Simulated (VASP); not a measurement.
# AlRu (R-3m) in VASP: a series of runs

The runs below take AlRu through single point, with r2SCAN.

Program: VASP 6.6.1. These are calculated values, not measurements. Logs are shortened: lines on timing, memory, paths and dates and some standing lists are left out, and cuts for length are marked.

### Step 1. The cell of the first run

The structure is trigonal, space group R-3m (No. 166). Conventional cell: a = 4.742 Å, b = 4.742 Å, c = 4.124 Å, α = 90.00°, β = 90.00°, γ = 120.00°. Al (site symmetry -3m) has 2 Ru at 2.06 Å within 2.7 Å. Ru (site symmetry -3m) has 2 Al at 2.06 Å within 2.7 Å.

### Step 2. Single point, r2SCAN

The input, POSCAR:

```
AlRu
1.0
    3.0292290369     -0.3241610408     -0.3241610408
   -0.3241610408      3.0292290369     -0.3241610408
   -0.3241610408     -0.3241610408      3.0292290369
Al Ru
1 1
Direct
    0.0000000000      0.0000000000      0.0000000000
    0.5000000000      0.5000000000      0.5000000000
```

The input, INCAR.step1:

```
SYSTEM = AlRu
  PREC = Accurate
  ENCUT = 520
  ISMEAR = 0
  SIGMA = 0.15
  LREAL = .FALSE.
  LASPH = .TRUE.
  NELM = 80
  NBANDS = 16
  GGA = PE
  ALGO = Normal
  EDIFF = 1E-4
  LWAVE = .TRUE.
  LCHARG = .FALSE.
```

The input, INCAR.step2:

```
SYSTEM = AlRu
  PREC = Accurate
  ENCUT = 520
  EDIFF = 1E-6
  ISMEAR = 0
  SIGMA = 0.15
  LREAL = .FALSE.
  LASPH = .TRUE.
  NELM = 80
  ALGO = Normal
  ISIF = 2
  LWAVE = .FALSE.
  LCHARG = .FALSE.
  METAGGA = R2SCAN
  LMIXTAU = .TRUE.
  NBANDS = 16
  ISTART = 1
```

The input, KPOINTS:

```
Automatic mesh
0
G
  22 22 22
  0 0 0
```

Potentials or basis: VASP PAW PBE potentials, release 64 (Al, Ru_pv).

On the command line:

```bash
$ cat potpaw_PBE.64/Al/POTCAR potpaw_PBE.64/Ru_pv/POTCAR > POTCAR
$ cp INCAR.step1 INCAR
$ mpirun -np 1 vasp_std > vasp.out
$ cp INCAR.step2 INCAR
$ mpirun -np 1 vasp_std > vasp.out
```

OUTCAR:

```text
SYSTEM = AlRu
   PREC = Accurate
   ENCUT = 520
   EDIFF = 1E-6
   ISMEAR = 0
   LREAL = .FALSE.
   LASPH = .TRUE.
   NELM = 80
   ISIF = 2
   METAGGA = R2SCAN
   ISTART = 1

 ion  position               nearest neighbor table
   1  0.000  0.000  0.000-   2 2.06   2 2.06   2 2.82   2 2.82   2 2.82   2 2.82   2 2.82   2 2.82

   2  0.500  0.500  0.500-   1 2.06   1 2.06   1 2.82   1 2.82   1 2.82   1 2.82   1 2.82   1 2.82

  LATTYP: Found a trigonal (rhomboedric) cell.
 ALAT       =     3.0637214819
 COS(alpha) =    -0.1980352222

  Lattice vectors:

 A1 = (   3.0292290369,  -0.3241610408,  -0.3241610408)
 A2 = (  -0.3241610408,   3.0292290369,  -0.3241610408)
 A3 = (  -0.3241610408,  -0.3241610408,   3.0292290369)

Analysis of symmetry for initial positions (statically):
=====================================================================
 Subroutine PRICEL returns:
 Original cell was already a primitive cell.

 Routine SETGRP: Setting up the symmetry group for a
 trigonal (rhombohedral) supercell.

 Subroutine GETGRP returns: Found 12 space group operations
 (whereof 12 operations were pure point group operations)
 out of a pool of 12 trial point group operations.

The static configuration has the point symmetry D_3d.

Analysis of symmetry for dynamics (positions and initial velocities):
=====================================================================
 Subroutine PRICEL returns:
 Original cell was already a primitive cell.

 Routine SETGRP: Setting up the symmetry group for a
 trigonal (rhombohedral) supercell.

 Subroutine GETGRP returns: Found 12 space group operations
 (whereof 12 operations were pure point group operations)
 out of a pool of 12 trial point group operations.

The dynamic configuration has the point symmetry D_3d.

 Subroutine INISYM returns: Found 12 space group operations
 (whereof 12 operations are pure point group operations),
 and found     1 'primitive' translations

----------------------------------------------------------------------------------------

                                     Primitive cell

  volume of cell :      26.7738

  direct lattice vectors                    reciprocal lattice vectors
     3.029229037 -0.324161041 -0.324161041     0.338806464  0.040600775  0.040600775
    -0.324161041  3.029229037 -0.324161041     0.040600775  0.338806464  0.040600775
    -0.324161041 -0.324161041  3.029229037     0.040600775  0.040600775  0.338806464

  length of vectors
     3.063721482  3.063721482  3.063721482     0.343637405  0.343637405  0.343637405

  position of ions in fractional coordinates (direct lattice)
     0.000000000  0.000000000  0.000000000
     0.500000000  0.500000000  0.500000000

  ion indices of the primitive-cell ions
   primitive index   ion index
                 1           1
                 2           2

----------------------------------------------------------------------------------------

 KPOINTS: Automatic mesh

Automatic generation of k-mesh.
 Grid dimensions read from file:
 generate k-points for:   22   22   22

 Generating k-lattice:

  Cartesian coordinates                     Fractional coordinates (reciprocal lattice)
     0.015400294  0.001845490  0.001845490     0.045454545  0.000000000  0.000000000
     0.001845490  0.015400294  0.001845490     0.000000000  0.045454545  0.000000000
     0.001845490  0.001845490  0.015400294     0.000000000  0.000000000  0.045454545

  Length of vectors
     0.015619882  0.015619882  0.015619882

  Shift w.r.t. Gamma in fractional coordinates (k-lattice)
     0.000000000  0.000000000  0.000000000

 Subroutine IBZKPT returns following result:
 ===========================================

 Found   1024 irreducible k-points:

 Following reciprocal coordinates:
            Coordinates               Weight
  0.000000  0.000000  0.000000      1.000000
  0.045455  0.000000  0.000000      6.000000
  0.090909  0.000000  0.000000      6.000000
  0.136364 -0.000000  0.000000      6.000000
  0.181818 -0.000000 -0.000000      6.000000
  0.227273 -0.000000 -0.000000      6.000000
[... 16 lines left out ...]
  0.500000  0.045455  0.000000     12.000000
 -0.454545  0.045455  0.000000     12.000000
 [... further k-points ...]
   k-points           NKPTS =   1024   k-points in BZ     NKDIM =   1024   number of bands    NBANDS=     16
   number of dos      NEDOS =    301   number of ions     NIONS =      2
   total plane-waves  NPLWV =  13824
   dimension x,y,z NGX =    24 NGY =   24 NGZ =   24
   dimension x,y,z NGXF=    48 NGYF=   48 NGZF=   48
   ions per type =               1   1
   NGX,Y,Z   is equivalent  to a cutoff of  13.02, 13.02, 13.02 a.u.
   NGXF,Y,Z  is equivalent  to a cutoff of  26.05, 26.05, 26.05 a.u.
 SYSTEM =  AlRu
   PREC   = accura    normal or accurate (medium, high low for compatibility)
   ISTART =      1    job   : 0-new  1-cont  2-samecut
   ICHARG =      0    charge: 1-file 2-atom 10-const
   ISPIN  =      1    spin polarized calculation?
   LNONCOLLINEAR =      F non collinear calculations
   LSORBIT =      F    spin-orbit coupling
   LASPH  =      T    aspherical Exc in radial PAW
   ENCUT  =  520.0 eV  38.22 Ry    6.18 a.u.   5.70  5.70  5.70*2*pi/ulx,y,z
   NELM   =     80;   NELMIN=  2; NELMDL=  0     # of ELM steps
   EDIFF  = 0.1E-05   stopping-criterion for ELM
   LREAL  =      F    real-space projection
[... 7 lines left out ...]
   TEBEG  =    0.0;   TEEND  =   0.0 temperature during run
   PSTRESS=    0.0 pullay stress
   NELECT =      17.0000    total number of electrons
   NUPDOWN=      -1.0000    fix difference up-down
   EMIN   =  10.00;   EMAX   =-10.00  energy-range for DOS
   EFERMI =   0.00;   METHOD = LEGACY
   ISMEAR =     0;   SIGMA  =   0.15  broadening in eV -4-tet -1-fermi 0-gaus
   EFERMI_NEDOS =   21; number of points for ismear=-14 and -15
   IALGO  =     38    algorithm
   IMIX   =      4    mixing-type and parameters
     AMIX     =   0.40;   BMIX     =  1.00
     AMIX_MAG =   1.60;   BMIX_MAG =  1.00
  volume/ion in A,a.u.               =      13.39        90.34
  Fermi-wavevector in a.u.,A,eV,Ry     =   1.407087  2.659009 26.938090  1.979894
  Thomas-Fermi vector in A             =   2.529382
   LORBIT       =      0    0 simple, 1 ext, 2 COOP (PROOUT), +10 PAW based schemes
   METAGGA = R2SCAN    functional components
   LHFCALC =     F    Hartree Fock is set to
   AEXX    =    0.0000 exact exchange contribution
   IVDW    =     0    specifies the selected vdW correction
   LEPSILON=     F    determine dielectric tensor
   LRPA    =     F    only Hartree local field effects (RPA)
 non-spin polarized calculation
 Gauss-broadening in eV      SIGMA  =   0.15
  energy-cutoff  :      520.00
  volume of cell :       26.77
 maximum number of plane-waves:       741
   NGX = 11   NGY = 11   NGZ = 11

 number of electron      17.0000006 magnetization

 Free energy of the ion-electron system (eV)
  ---------------------------------------------------
  ext. energy  EPLUGINS =         0.00000000
  ---------------------------------------------------
  free energy    TOTEN  =       -31.05651895 eV

  energy without entropy =      -31.03880628  energy(sigma->0) =      -31.04766262

 E-fermi :  10.5581     XC(G=0): -13.4765

 val. band max:       10.5565241573   @ k =  -0.2727   0.4091   0.1818
 cond. band min:      10.5592883208   @ k =  -0.4091   0.4091   0.2273
 fundamental gap:      0.0027641634
 Fermi energy:        10.5580550495

 k-point     1 :       0.0000    0.0000    0.0000
  band No.  band energies     occupation
      1     -32.8457      2.00000
      2     -32.2739      2.00000
      3     -32.2739      2.00000
      4       0.5409      2.00000
      5       7.0771      2.00000
      6       7.0771      2.00000
[... 8 lines left out ...]
     15      23.3801      0.00000
     16      26.5802      0.00000

 k-point     2 :       0.0455    0.0000    0.0000
  band No.  band energies     occupation
      1     -32.8470      2.00000
      2     -32.2768      2.00000
      3     -32.2738      2.00000
      4       0.5866      2.00000
      5       7.0786      2.00000
      6       7.0884      2.00000
[... 8 lines left out ...]
     15      23.5053      0.00000
     16      26.6530      0.00000

 k-point     3 :       0.0909    0.0000    0.0000
  band No.  band energies     occupation
      1     -32.8511      2.00000
      2     -32.2852      2.00000
      3     -32.2733      2.00000
      4       0.7230      2.00000
      5       7.0767      2.00000
      6       7.1212      2.00000
[... 8 lines left out ...]
     15      23.8109      0.00000
     16      26.8198      0.00000

 k-point     4 :       0.1364   -0.0000    0.0000
  band No.  band energies     occupation
      1     -32.8577      2.00000
      2     -32.2981      2.00000
      3     -32.2725      2.00000
      4       0.9472      2.00000
      5       7.0535      2.00000
      6       7.1715      2.00000
[... 8 lines left out ...]
     15      24.1756      0.00000
     16      27.0057      0.00000

 k-point     5 :       0.1818   -0.0000   -0.0000
  band No.  band energies     occupation
      1     -32.8666      2.00000
      2     -32.3143      2.00000
      3     -32.2714      2.00000
      4       1.2549      2.00000
      5       6.9877      2.00000
      6       7.2332      2.00000
[... 8 lines left out ...]
     15      24.5039      0.00000
     16      26.5663      0.00000

 k-point     6 :       0.2273   -0.0000   -0.0000
  band No.  band energies     occupation
      1     -32.8771      2.00000
      2     -32.3322      2.00000
      3     -32.2703      2.00000
      4       1.6398      2.00000
      5       6.8676      2.00000
      6       7.2982      2.00000
[... 8 lines left out ...]
     15      24.6362      0.00000
     16      26.1958      0.00000

 k-point     7 :       0.2727    0.0000    0.0000
  band No.  band energies     occupation
      1     -32.8887      2.00000
      2     -32.3502      2.00000
      3     -32.2691      2.00000
      4       2.0931      2.00000
      5       6.6972      2.00000
      6       7.3577      2.00000
[... 8 lines left out ...]
     15      24.3839      0.00000
     16      26.3437      0.00000

 k-point     8 :       0.3182   -0.0000    0.0000
  band No.  band energies     occupation
      1     -32.9003      2.00000
      2     -32.3669      2.00000
      3     -32.2679      2.00000
      4       2.6033      2.00000
      5       6.4866      2.00000
      6       7.4048      2.00000
[... 8 lines left out ...]
     15      23.9780      0.00000
     16      26.0185      0.00000

 k-point     9 :       0.3636   -0.0000    0.0000
  band No.  band energies     occupation
      1     -32.9110      2.00000
      2     -32.3809      2.00000
      3     -32.2669      2.00000
      4       3.1538      2.00000
      5       6.2382      2.00000
      6       7.4364      2.00000
[... 8 lines left out ...]
     15      23.6730      0.00000
     16      25.3700      0.00000
[... 172 lines left out ...]
 k-point    19 :       0.3182    0.0455    0.0000
  band No.  band energies     occupation
      1     -32.9055      2.00000
      2     -32.3677      2.00000
      3     -32.2705      2.00000
      4       2.7992      2.00000
      5       6.4784      2.00000
      6       7.3693      2.00000
[... 8 lines left out ...]
     15      24.4420      0.00000
     16      25.7584      0.00000

 k-point    20 :       0.3636    0.0455    0.0000
  band No.  band energies     occupation
      1     -32.9150      2.00000
      2     -32.3817      2.00000
      3     -32.2693      2.00000
      4       3.3516      2.00000
      5       6.2326      2.00000
      6       7.4060      2.00000
[... 8 lines left out ...]
     15      24.2151      0.00000
     16      25.1139      0.00000

 k-point    21 :       0.4091    0.0455   -0.0000
  band No.  band energies     occupation
      1     -32.9222      2.00000
      2     -32.3923      2.00000
      3     -32.2683      2.00000
      4       3.9046      2.00000
      5       5.9169      2.00000
      6       7.4348      2.00000
[... 8 lines left out ...]
     15      23.9453      0.00000
     16      24.4890      0.00000

 k-point    22 :       0.4545    0.0455    0.0000
  band No.  band energies     occupation
      1     -32.9262      2.00000
      2     -32.3988      2.00000
      3     -32.2677      2.00000
      4       4.3908      2.00000
      5       5.5507      2.00000
      6       7.4587      2.00000
[... 8 lines left out ...]
     15      23.5551      0.00000
     16      24.0821      0.00000

 k-point    23 :       0.5000    0.0455    0.0000
  band No.  band energies     occupation
      1     -32.9265      2.00000
      2     -32.4010      2.00000
      3     -32.2673      2.00000
      4       4.5432      2.00000
      5       5.3809      2.00000
      6       7.4793      2.00000
[... 8 lines left out ...]
     15      23.6570      0.00000
     16      23.8854      0.00000

 k-point    24 :      -0.4545    0.0455    0.0000
  band No.  band energies     occupation
      1     -32.9230      2.00000
      2     -32.3988      2.00000
      3     -32.2673      2.00000
      4       4.1444      2.00000
      5       5.6363      2.00000
      6       7.4956      2.00000
[... 8 lines left out ...]
     15      23.4940      0.00000
     16      24.3991      0.00000

 [... further k-points ...]

------------------------ aborting loop because EDIFF is reached ----------------------------------------

  FORCE on cell =-STRESS in cart. coord.  units (eV):
  Direction    XX          YY          ZZ          XY          YZ          ZX
  --------------------------------------------------------------------------------------
  -------------------------------------------------------------------------------------
  Total        4.7366791      4.7366791      4.7366791      8.5760180      8.5760180      8.5760180
  in kB      283.4483728    283.4483728    283.4483728    513.1988734    513.1988734    513.1988734
  external PRESSURE =     283.4483728 kB  Pullay stress =       0.0000000 kB

 VOLUME and BASIS-vectors are now :
 -----------------------------------------------------------------------------
  energy-cutoff  :      520.00
  volume of cell :       26.77
      direct lattice vectors                 reciprocal lattice vectors
     3.029229037 -0.324161041 -0.324161041     0.338806464  0.040600775  0.040600775
    -0.324161041  3.029229037 -0.324161041     0.040600775  0.338806464  0.040600775
    -0.324161041 -0.324161041  3.029229037     0.040600775  0.040600775  0.338806464

 POSITION                                       TOTAL-FORCE (eV/Angst)
 -----------------------------------------------------------------------------------
      0.00000      0.00000      0.00000        -0.000000      0.000000      0.000000
      1.19045      1.19045      1.19045         0.000000     -0.000000      0.000000
 -----------------------------------------------------------------------------------
    total drift:                                0.000000     -0.000000     -0.000000

  FREE ENERGIE OF THE ION-ELECTRON SYSTEM (eV)
  ---------------------------------------------------
  free  energy   TOTEN  =       -31.0565189536 eV

  energy  without entropy=      -31.0388062818  energy(sigma->0) =      -31.04766262
```

It took 23 min on 1 thread of AMD EPYC 7R13 (Zen 3), shared host; peak memory 0.47 GiB.

What came out:

- Free energy: -31.0565 eV
- Pressure: 28.3 GPa

Stress tensor (GPa, compression positive):
```
28.34 51.32 51.32
51.32 28.34 51.32
51.32 51.32 28.34
```

Caveat: the PAW data sets were made with another functional, which shifts forces and pressure a little.

### Step 3. Single point, r2SCAN

The input, POSCAR:

```
AlRu
1.0
    3.0028836096      0.1876802256      0.1876802256
    0.1876802256      3.0028836096      0.1876802256
    0.1876802256      0.1876802256      3.0028836096
Al Ru
1 1
Direct
    0.0000000000      0.0000000000      0.0000000000
    0.5000000000      0.5000000000      0.5000000000
```

The input, INCAR.step1:

```
SYSTEM = AlRu
PREC = Accurate
ENCUT = 520
ISMEAR = 0
SIGMA = 0.15
LREAL = .FALSE.
LASPH = .TRUE.
NELM = 80
NBANDS = 16
GGA = PE
ALGO = Normal
EDIFF = 1E-4
LWAVE = .TRUE.
LCHARG = .FALSE.
```

The input, INCAR.step2:

```
SYSTEM = AlRu
PREC = Accurate
ENCUT = 520
EDIFF = 1E-6
ISMEAR = 0
SIGMA = 0.15
LREAL = .FALSE.
LASPH = .TRUE.
NELM = 80
ALGO = Normal
ISIF = 2
LWAVE = .FALSE.
LCHARG = .FALSE.
METAGGA = R2SCAN
LMIXTAU = .TRUE.
NBANDS = 16
ISTART = 1
```

The input, KPOINTS:

```
regular mesh
0
G
  22 22 22
  0 0 0
```

Potentials or basis: VASP PAW PBE potentials, release 64 (Al, Ru_pv).

On the command line:

```bash
$ cat potpaw_PBE.64/Al/POTCAR potpaw_PBE.64/Ru_pv/POTCAR > POTCAR
$ cp INCAR.step1 INCAR
$ mpirun -np 1 vasp_std > vasp.out
$ cp INCAR.step2 INCAR
$ mpirun -np 1 vasp_std > vasp.out
```

Run time: 6.9 min. Hardware: 1 thread of Intel Xeon 6975P-C (Granite Rapids), shared host; peak memory 0.5 GiB.

Results (log left out):

| Item | Value |
| --- | --- |
| Free energy | -33.2507 eV |
| Pressure | 3.4 GPa |

Stress tensor (GPa, compression positive):
```
  3.44 -10.07 -10.07
-10.07   3.44 -10.07
-10.07 -10.07   3.44
```

Levels at points of the mesh, in eV from the Fermi level:
| k point | band 5 | band 6 | band 7 | band 8 | band 9 | band 10 | band 11 | band 12 | band 13 | band 14 |
| --- | --- | --- | --- | --- | --- | --- | --- | --- | --- | --- |
| (0.00, 0.00, 0.00) | -3.53 | -3.53 | -0.33 | -0.33 | 0.45 | 6.60 | 6.60 | 7.06 | 10.55 | 12.02 |
| (0.50, 0.00, 0.00) | -5.53 | -3.02 | -1.68 | -1.25 | 0.13 | 2.60 | 7.75 | 10.55 | 10.64 | 12.58 |
| (0.50, 0.50, 0.00) | -3.29 | -2.11 | -1.23 | -1.05 | -0.41 | 1.62 | 5.19 | 7.61 | 9.84 | 10.55 |
| (0.50, 0.50, 0.50) | -4.63 | -4.63 | 1.12 | 1.66 | 1.66 | 4.87 | 5.55 | 5.55 | 6.88 | 10.02 |

Caveat: the PAW data sets were made with another functional, which shifts forces and pressure a little.
